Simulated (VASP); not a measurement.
# As (P4/mmm) in VASP: further runs

As is run at these levels: PBE; tasks: single point.

All numbers are computed with VASP 6.6.1; they aren't measurements. Logs are shortened: lines on timing, memory, paths and dates and some standing lists are left out, and cuts for length are marked.

## 1. The cell of the first run

Symmetry: P4/mmm, No. 123, tetragonal system. The conventional cell has a = 2.501 Å, b = 2.501 Å, c = 2.704 Å, α = 90.00°, β = 90.00°, γ = 90.00°. Within 3.3 Å of As (site symmetry 4/mmm) lie 6 As at 2.50 to 2.70 Å.

## 2. Single point, PBE (strain -0.0750 x Voigt [1, 1, 0, 0, 0, 0])

INCAR reads:

```
  ALGO = Normal
  EDIFF = 1E-7
  ENCUT = 520
  GGA = PE
  ISIF = 2
  ISMEAR = 0
  LASPH = True
  LCHARG = True
  LELF = True
  LREAL = False
  LVHAR = True
  LWAVE = False
  NBANDS = 8
  NELM = 100
  PREC = Accurate
  SIGMA = 0.15
```

KPOINTS reads:

```
k-points
0
Gamma
  18 18 18
```

POSCAR reads:

```
As
1.0
    2.5009056136      0.0000000000      0.0000000000
    0.0000000000      2.5009056136      0.0000000000
    0.0000000000      0.0000000000      2.7036817444
As
1
Direct
    0.5000000000      0.5000000000      0.5000000000
```

Potentials or basis: VASP PAW PBE potentials, release 64 (As).

Command:

```console
$ cat potpaw_PBE.64/As/POTCAR > POTCAR
$ mpirun -np 1 vasp_std > vasp.out
```

OUTCAR:

```text
EDIFF = 1E-7
   ENCUT = 520
   GGA = PE
   ISIF = 2
   ISMEAR = 0
   LASPH = True
   LREAL = False
   NELM = 100
   PREC = Accurate

 ion  position               nearest neighbor table
   1  0.500  0.500  0.500-

  LATTYP: Found a simple tetragonal cell.
 ALAT       =     2.5009056136
 C/A-ratio  =     1.0810810811

  Lattice vectors:

 A1 = (   2.5009056136,   0.0000000000,   0.0000000000)
 A2 = (   0.0000000000,   2.5009056136,   0.0000000000)
 A3 = (   0.0000000000,   0.0000000000,   2.7036817444)

Analysis of symmetry for initial positions (statically):
=====================================================================
 Subroutine PRICEL returns:
 Original cell was already a primitive cell.

 Routine SETGRP: Setting up the symmetry group for a
 simple tetragonal supercell.

 Subroutine GETGRP returns: Found 16 space group operations
 (whereof 16 operations were pure point group operations)
 out of a pool of 16 trial point group operations.

The static configuration has the point symmetry D_4h.

Analysis of symmetry for dynamics (positions and initial velocities):
=====================================================================
 Subroutine PRICEL returns:
 Original cell was already a primitive cell.

 Routine SETGRP: Setting up the symmetry group for a
 simple tetragonal supercell.

 Subroutine GETGRP returns: Found 16 space group operations
 (whereof 16 operations were pure point group operations)
 out of a pool of 16 trial point group operations.

The dynamic configuration has the point symmetry D_4h.

 Subroutine INISYM returns: Found 16 space group operations
 (whereof 16 operations are pure point group operations),
 and found     1 'primitive' translations

----------------------------------------------------------------------------------------

                                     Primitive cell

  volume of cell :      16.9103

  direct lattice vectors                    reciprocal lattice vectors
     2.500905614  0.000000000  0.000000000     0.399855154  0.000000000  0.000000000
     0.000000000  2.500905614  0.000000000     0.000000000  0.399855154  0.000000000
     0.000000000  0.000000000  2.703681744     0.000000000  0.000000000  0.369866018

  length of vectors
     2.500905614  2.500905614  2.703681744     0.399855154  0.399855154  0.369866018

  position of ions in fractional coordinates (direct lattice)
     0.500000000  0.500000000  0.500000000

[... 76 lines left out ...]
   LREAL  =      F    real-space projection
   EDIFFG = 0.1E-05   stopping-criterion for IOM
   NSW    =      0    number of steps for IOM
   IBRION =     -1    ionic relax: 0-MD 1-quasi-New 2-CG
   NFREE  =      0    steps in history (QN), initial steepest desc. (CG)
   ISIF   =      2    stress and relaxation
   ISYM   =      2    0-nonsym 1-usesym 2-fastsym
   POTIM  = 0.5000    time-step for ionic-motion
   TEBEG  =    0.0;   TEEND  =   0.0 temperature during run
   PSTRESS=    0.0 pullay stress
   NELECT =       5.0000    total number of electrons
   NUPDOWN=      -1.0000    fix difference up-down
   EMIN   =  10.00;   EMAX   =-10.00  energy-range for DOS
   EFERMI =   0.00;   METHOD = LEGACY
   ISMEAR =     0;   SIGMA  =   0.15  broadening in eV -4-tet -1-fermi 0-gaus
   EFERMI_NEDOS =   21; number of points for ismear=-14 and -15
   IALGO  =     38    algorithm
   IMIX   =      4    mixing-type and parameters
     AMIX     =   0.40;   BMIX     =  1.00
     AMIX_MAG =   1.60;   BMIX_MAG =  1.00
  volume/ion in A,a.u.               =      16.91       114.12
  Fermi-wavevector in a.u.,A,eV,Ry     =   1.090640  2.061011 16.184072  1.189496
  Thomas-Fermi vector in A             =   2.226869
   LORBIT       =      0    0 simple, 1 ext, 2 COOP (PROOUT), +10 PAW based schemes
   GGA     = PE    functional components
   LHFCALC =     F    Hartree Fock is set to
   AEXX    =    0.0000 exact exchange contribution
   IVDW    =     0    specifies the selected vdW correction
   LEPSILON=     F    determine dielectric tensor
   LRPA    =     F    only Hartree local field effects (RPA)
 non-spin polarized calculation
 Gauss-broadening in eV      SIGMA  =   0.15
  energy-cutoff  :      520.00
  volume of cell :       16.91
 maximum number of plane-waves:       472
 NGX is ok and might be reduce to    20
   NGX =  9   NGY =  9   NGZ = 11

 number of electron       5.0000000 magnetization

 Free energy of the ion-electron system (eV)
  ---------------------------------------------------
  ext. energy  EPLUGINS =         0.00000000
  ---------------------------------------------------
  free energy    TOTEN  =        -4.29870218 eV

  energy without entropy =       -4.29552302  energy(sigma->0) =       -4.29711260

 E-fermi :   7.9863     XC(G=0): -11.1232

 val. band max:        7.9765914784   @ k =   0.4444   0.4444   0.3889
 cond. band min:       8.0023668629   @ k =   0.2222   0.1111   0.1667
 fundamental gap:      0.0257753846
 Fermi energy:         7.9862775462

 k-point     1 :       0.0000    0.0000    0.0000
  band No.  band energies     occupation
      1      -8.7241      2.00000
      2      10.6360      0.00000
      3      13.6761      0.00000
      4      13.6761      0.00000
      5      15.3207      0.00000
      6      17.1915      0.00000
      7      20.4410      0.00000
      8      34.1522      0.00000
[... 243 lines left out ...]
 k-point    24 :       0.3333    0.1111    0.0000
  band No.  band energies     occupation
      1      -5.9689      2.00000
      2       2.9916      2.00000
      3      12.8154      0.00000
      4      13.0353      0.00000
      5      18.2279      0.00000
      6      22.1846      0.00000
      7      24.0313      0.00000
      8      24.4754      0.00000

 [... further k-points ...]

------------------------ aborting loop because EDIFF is reached ----------------------------------------

  FORCE on cell =-STRESS in cart. coord.  units (eV):
  Direction    XX          YY          ZZ          XY          YZ          ZX
  --------------------------------------------------------------------------------------
  -------------------------------------------------------------------------------------
  Total        3.2460761      3.2460761      1.0641312      0.0000000      0.0000000     -0.0000000
  in kB      307.5523882    307.5523882    100.8220644      0.0000000      0.0000000     -0.0000000
  external PRESSURE =     238.6422802 kB  Pullay stress =       0.0000000 kB

 VOLUME and BASIS-vectors are now :
 -----------------------------------------------------------------------------
  energy-cutoff  :      520.00
  volume of cell :       16.91
      direct lattice vectors                 reciprocal lattice vectors
     2.500905614  0.000000000  0.000000000     0.399855154  0.000000000  0.000000000
     0.000000000  2.500905614  0.000000000     0.000000000  0.399855154  0.000000000
     0.000000000  0.000000000  2.703681744     0.000000000  0.000000000  0.369866018

 POSITION                                       TOTAL-FORCE (eV/Angst)
 -----------------------------------------------------------------------------------
      1.25045      1.25045      1.35184         0.000000      0.000000      0.000000
 -----------------------------------------------------------------------------------
    total drift:                                0.000000     -0.000000      0.000000

  FREE ENERGIE OF THE ION-ELECTRON SYSTEM (eV)
  ---------------------------------------------------
  free  energy   TOTEN  =        -4.2987021785 eV

  energy  without entropy=       -4.2955230248  energy(sigma->0) =       -4.29711260
```

stdout:

```text
POSCAR found type information on POSCAR As
 POSCAR found :  1 types and       1 ions
 scaLAPACK will be used
 LDA part: xc-table for (Slater+PW92), standard interpolation
 POSCAR, INCAR and KPOINTS ok, starting setup
 FFT: planning ... GRIDC
 FFT: planning ... GRID_SOFT
 FFT: planning ... GRID
 WAVECAR not read
 entering main loop
```

Run time: 31 s. Hardware: 1 thread of Intel Xeon Platinum 8488C (Sapphire Rapids), shared host; peak memory 0.18 GiB.

Results:

```yaml
Free_energy: -4.2987 eV
Pressure: 23.9 GPa
```

Caveat: the cell differs from its parent crystal (strain -0.0750 x Voigt [1, 1, 0, 0, 0, 0]).

[end of part 1 of 2]
